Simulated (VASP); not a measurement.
# TaCN (P4/nmm) in VASP: single point with r2SCAN

Aim: the single point of TaCN with r2SCAN.

Program: VASP 6.6.1. These are calculated values, not measurements. Logs are shortened: lines on timing, memory, paths and dates and some standing lists are left out, and cuts for length are marked.

### Step 1. The cell of the first run

It takes space group P4/nmm (No. 129, tetragonal). The conventional cell has a = 3.023 Å, b = 3.023 Å, c = 6.978 Å, α = 90.00°, β = 90.00°, γ = 90.00°. Within 1.9 Å of C (site symmetry 4mm) lie 1 N at 1.45 Å. Ta (site symmetry 4mm) has 5 C at 2.19 Å and 4 N at 2.34 Å within 2.9 Å. N (site symmetry 4mm) has 1 C at 1.45 Å within 1.9 Å.

### Step 2. Single point, r2SCAN

The input, POSCAR:

```
TaCN
1.0
    3.0232629203      0.0000000000      0.0000000000
    0.0000000000      3.0232629203      0.0000000000
    0.0000000000      0.0000000000      6.9775621186
C Ta N
2 2 2
Direct
    0.0000000000      0.5000000000      0.8778606153
    0.5000000000      0.0000000000      0.1221393847
    0.0000000000      0.5000000000      0.1920807022
    0.5000000000      0.0000000000      0.8079192978
    0.0000000000      0.5000000000      0.6707560013
    0.5000000000      0.0000000000      0.3292439987
```

The input, INCAR.step1:

```
SYSTEM = TaCN
PREC = Accurate ; ENCUT = 520
ISMEAR = -1 ; SIGMA = 0.1
LREAL = .False. ; LASPH = .True.
NELM = 80 ; NBANDS = 29
GGA = PE ; ALGO = Normal
EDIFF = 1E-4 ; LWAVE = .True.
LCHARG = .False.
```

The input, INCAR.step2:

```
SYSTEM = TaCN
PREC = Accurate ; ENCUT = 520
EDIFF = 1E-6 ; ISMEAR = -1
SIGMA = 0.1 ; LREAL = .False.
LASPH = .True. ; NELM = 80
ALGO = Normal ; ISIF = 2
LWAVE = .False. ; LCHARG = .False.
METAGGA = R2SCAN ; LMIXTAU = .True.
NBANDS = 29 ; ISTART = 1
```

The input, KPOINTS:

```
Automatic mesh
0
Gamma
  9 9 4
  0 0 0
```

Potentials or basis: VASP PAW PBE potentials, release 64 (C, Ta_pv, N).

Launch:

```
cat potpaw_PBE.64/C/POTCAR potpaw_PBE.64/Ta_pv/POTCAR potpaw_PBE.64/N/POTCAR > POTCAR
cp INCAR.step1 INCAR
mpirun -np 1 vasp_std > vasp.out
cp INCAR.step2 INCAR
mpirun -np 1 vasp_std > vasp.out
```

OUTCAR:

```text
SYSTEM = TaCN
   PREC = Accurate
   ENCUT = 520
   EDIFF = 1E-6
   ISMEAR = -1
   LREAL = .False.
   LASPH = .True.
   NELM = 80
   ISIF = 2
   METAGGA = R2SCAN
   ISTART = 1

 ion  position               nearest neighbor table
   1  0.000  0.500  0.878-   5 1.45   3 2.19   4 2.19   4 2.19   4 2.19   4 2.19
   2  0.500  0.000  0.122-   6 1.45   4 2.19   3 2.19   3 2.19   3 2.19   3 2.19
   3  0.000  0.500  0.192-   1 2.19   2 2.19   2 2.19   2 2.19   2 2.19   6 2.34   6 2.34   6 2.34
                             6 2.34   4 3.43   4 3.43   4 3.43   4 3.43
   4  0.500  0.000  0.808-   2 2.19   1 2.19   1 2.19   1 2.19   1 2.19   5 2.34   5 2.34   5 2.34
                             5 2.34   3 3.43   3 3.43   3 3.43   3 3.43
   5  0.000  0.500  0.671-   1 1.45   4 2.34   4 2.34   4 2.34   4 2.34
   6  0.500  0.000  0.329-   2 1.45   3 2.34   3 2.34   3 2.34   3 2.34

  LATTYP: Found a simple tetragonal cell.
 ALAT       =     3.0232629203
 C/A-ratio  =     2.3079574296

  Lattice vectors:

 A1 = (   3.0232629203,   0.0000000000,   0.0000000000)
 A2 = (   0.0000000000,   3.0232629203,   0.0000000000)
 A3 = (   0.0000000000,   0.0000000000,   6.9775621186)

Analysis of symmetry for initial positions (statically):
=====================================================================
 Subroutine PRICEL returns:
 Original cell was already a primitive cell.

 Routine SETGRP: Setting up the symmetry group for a
 simple tetragonal supercell.

 Subroutine GETGRP returns: Found 16 space group operations
 (whereof  8 operations were pure point group operations)
 out of a pool of 16 trial point group operations.

The static configuration has the point symmetry D_2d.
 The point group associated with its full space group is D_4h.

Analysis of symmetry for dynamics (positions and initial velocities):
=====================================================================
 Subroutine PRICEL returns:
 Original cell was already a primitive cell.

 Routine SETGRP: Setting up the symmetry group for a
 simple tetragonal supercell.

 Subroutine GETGRP returns: Found 16 space group operations
 (whereof  8 operations were pure point group operations)
 out of a pool of 16 trial point group operations.

The dynamic configuration has the point symmetry D_2d.
 The point group associated with its full space group is D_4h.

 Subroutine INISYM returns: Found 16 space group operations
 (whereof  8 operations are pure point group operations),
[... 105 lines left out ...]
   LREAL  =      F    real-space projection
   EDIFFG = 0.1E-04   stopping-criterion for IOM
   NSW    =      0    number of steps for IOM
   IBRION =     -1    ionic relax: 0-MD 1-quasi-New 2-CG
   NFREE  =      0    steps in history (QN), initial steepest desc. (CG)
   ISIF   =      2    stress and relaxation
   ISYM   =      2    0-nonsym 1-usesym 2-fastsym
   POTIM  = 0.5000    time-step for ionic-motion
   TEBEG  =    0.0;   TEEND  =   0.0 temperature during run
   PSTRESS=    0.0 pullay stress
   NELECT =      40.0000    total number of electrons
   NUPDOWN=      -1.0000    fix difference up-down
   EMIN   =  10.00;   EMAX   =-10.00  energy-range for DOS
   EFERMI =   0.00;   METHOD = LEGACY
   ISMEAR =    -1;   SIGMA  =   0.10  broadening in eV -4-tet -1-fermi 0-gaus
   EFERMI_NEDOS =   21; number of points for ismear=-14 and -15
   IALGO  =     38    algorithm
   IMIX   =      4    mixing-type and parameters
     AMIX     =   0.40;   BMIX     =  1.00
     AMIX_MAG =   1.60;   BMIX_MAG =  1.00
  volume/ion in A,a.u.               =      10.63        71.73
  Fermi-wavevector in a.u.,A,eV,Ry     =   1.401338  2.648145 26.718426  1.963749
  Thomas-Fermi vector in A             =   2.524209
   LORBIT       =      0    0 simple, 1 ext, 2 COOP (PROOUT), +10 PAW based schemes
   METAGGA = R2SCAN    functional components
   LHFCALC =     F    Hartree Fock is set to
   AEXX    =    0.0000 exact exchange contribution
   IVDW    =     0    specifies the selected vdW correction
   LEPSILON=     F    determine dielectric tensor
   LRPA    =     F    only Hartree local field effects (RPA)
 non-spin polarized calculation
  energy-cutoff  :      520.00
  volume of cell :       63.78
 maximum number of plane-waves:      1740
 NGX is ok and might be reduce to    24
   NGX = 11   NGY = 11   NGZ = 25

 number of electron      40.0000001 magnetization

 Free energy of the ion-electron system (eV)
  ---------------------------------------------------
  ext. energy  EPLUGINS =         0.00000000
  ---------------------------------------------------
  free energy    TOTEN  =      -133.98132350 eV

  energy without entropy =     -133.91619097  energy(sigma->0) =     -133.94875723

 E-fermi :   6.4083     XC(G=0): -13.0504

 val. band max:        6.3918008363   @ k =   0.1111   0.0000   0.5000
 cond. band min:       6.4580487262   @ k =   0.2222   0.0000   0.5000
 fundamental gap:      0.0662478900
 Fermi energy:         6.4082524700

 k-point     1 :       0.0000    0.0000    0.0000
  band No.  band energies     occupation
      1     -30.4469      2.00000
      2     -30.2410      2.00000
      3     -30.2410      2.00000
      4     -30.2289      2.00000
      5     -30.1966      2.00000
      6     -30.1966      2.00000
[... 757 lines left out ...]
     28      11.4203      0.00000
     29      14.1875      0.00000

 [... further k-points ...]

------------------------ aborting loop because EDIFF is reached ----------------------------------------

  FORCE on cell =-STRESS in cart. coord.  units (eV):
  Direction    XX          YY          ZZ          XY          YZ          ZX
  --------------------------------------------------------------------------------------
  -------------------------------------------------------------------------------------
  Total        0.6317737      0.6317737      0.6191197      0.0000000      0.0000000      0.0000000
  in kB       15.8714488     15.8714488     15.5535542      0.0000000      0.0000000      0.0000000
  external PRESSURE =      15.7654839 kB  Pullay stress =       0.0000000 kB

 VOLUME and BASIS-vectors are now :
 -----------------------------------------------------------------------------
  energy-cutoff  :      520.00
  volume of cell :       63.78
      direct lattice vectors                 reciprocal lattice vectors
     3.023262920  0.000000000  0.000000000     0.330768453  0.000000000  0.000000000
     0.000000000  3.023262920  0.000000000     0.000000000  0.330768453  0.000000000
     0.000000000  0.000000000  6.977562119     0.000000000  0.000000000  0.143316531

 POSITION                                       TOTAL-FORCE (eV/Angst)
 -----------------------------------------------------------------------------------
      0.00000      1.51163      6.12533        -0.000000      0.000000      0.119400
      1.51163      0.00000      0.85224         0.000000      0.000000     -0.119400
      0.00000      1.51163      1.34026         0.000000      0.000000      0.021773
      1.51163      0.00000      5.63731        -0.000000      0.000000     -0.021773
      0.00000      1.51163      4.68024         0.000000      0.000000     -0.177681
      1.51163      0.00000      2.29732        -0.000000      0.000000      0.177681
 -----------------------------------------------------------------------------------
    total drift:                                0.000000      0.000000      0.000000

  FREE ENERGIE OF THE ION-ELECTRON SYSTEM (eV)
  ---------------------------------------------------
  free  energy   TOTEN  =      -133.9813234995 eV

  energy  without entropy=     -133.9161909658  energy(sigma->0) =     -133.94875723
```

It took 3.8 min on 1 thread of Intel Xeon Platinum 8259CL at 2.50GHz (Skylake/Cascade Lake), shared host; peak memory 0.22 GiB.

Results:

```
Free energy            : -133.9813 eV
Pressure               : 1.6 GPa
Largest force          : 0.178 eV/Å
Band gap on the k mesh : zero (band 20 reaches 7.30 eV, above the bottom of band 21 at 6.11 eV)
```

Forces on the atoms (eV/Å):
```
C    0.000  0.000  0.119
C    0.000  0.000 -0.119
Ta   0.000  0.000  0.022
Ta   0.000  0.000 -0.022
N    0.000  0.000 -0.178
N    0.000  0.000  0.178
```

Levels at points of the mesh, in eV from the Fermi level:
```csv
k point,band 17,band 18,band 19,band 20,band 21,band 22,band 23,band 24
"(0.00, 0.00, 0.00)",-3.22,-3.05,-2.67,-2.67,0.50,0.50,1.66,1.70
"(0.00, 0.00, 0.50)",-3.98,-3.24,-2.48,-2.48,0.36,0.36,1.56,1.71
```

Caveat: the PAW data sets were made with another functional, which shifts forces and pressure a little; spin-orbit coupling is left out, which moves the levels of the heavy elements.
